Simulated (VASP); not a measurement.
Crystal: Ca2Y.

```
Ca Y
1.0
     2.01824    1.16523    6.09560
    -2.01824    1.16523    6.09560
     0.00000   -2.33046    6.09560
Ca Y
2 1
Direct
  0.75000 0.75000 0.75000
  0.25000 0.25000 0.25000
  0.00000 0.00000 0.00000
```

| Quantity | Value |
| --- | --- |
| Program | VASP 6.6.1 |
| Task | relaxation of cell and atoms |
| Functional | PBE |
| Potentials or basis | VASP PAW PBE potentials, release 64 (Ca_sv, Y_sv) |
| Cutoff | 600 eV |
| k mesh | 6 × 6 × 6 |
| Occupations | gaussian, width 0.1 eV |
| Spin | no spin polarisation |

At the start: pressure 12.3 GPa; volume 28.67 Å³/atom.

Task: Where does the relaxation end?

Result: Over 15 steps the energy falls by 1160.5 meV/atom and the volume is 38.00 Å³/atom (+32.5 %); space group R-3m (No. 166, to 0.1 Å) before and after.

The path:
| step | energy change (eV) | largest force (eV/Å) | pressure (GPa) | volume (Å³) |
| --- | --- | --- | --- | --- |
| 1 | 0.0000 | 2.9358 | 12.27 | 86.01 |
| 2 | -1.8396 | 1.4497 | 1.68 | 116.31 |
| 3 | -2.0554 | 0.7960 | -1.50 | 138.16 |
| 4 | -2.0583 | 0.8638 | -1.23 | 135.33 |
| 5 | -2.3380 | 0.7716 | -1.26 | 131.93 |
| 6 | -3.1394 | 0.2581 | -0.64 | 120.15 |
| 7 | -2.3054 | 1.5116 | 8.42 | 91.51 |
| 8 | -3.3545 | 0.3089 | 0.25 | 112.83 |
| 9 | -3.3706 | 0.4694 | 0.74 | 110.07 |
| 10 | -3.4443 | 0.3361 | -0.19 | 114.37 |
| 11 | -3.4453 | 0.3498 | -0.10 | 113.90 |
| 12 | -3.4667 | 0.2201 | 0.10 | 112.99 |
| 13 | -3.4779 | 0.0307 | 0.45 | 111.67 |
| 14 | -3.4788 | 0.0149 | -0.40 | 116.07 |
| 15 | -3.4816 | 0.0034 | -0.02 | 114.00 |

Final structure:
```
CELL_PARAMETERS angstrom
1.86978 1.07952 9.41292
-1.86978 1.07952 9.41292
0.00000 -2.15903 9.41292
ATOMIC_POSITIONS crystal
Ca 0.77497 0.77497 0.77497
Ca 0.22503 0.22503 0.22503
Y 0.00000 0.00000 0.00000
```

Caveat: the volume moved by over 15 % at a fixed basis, so the end points are rough.
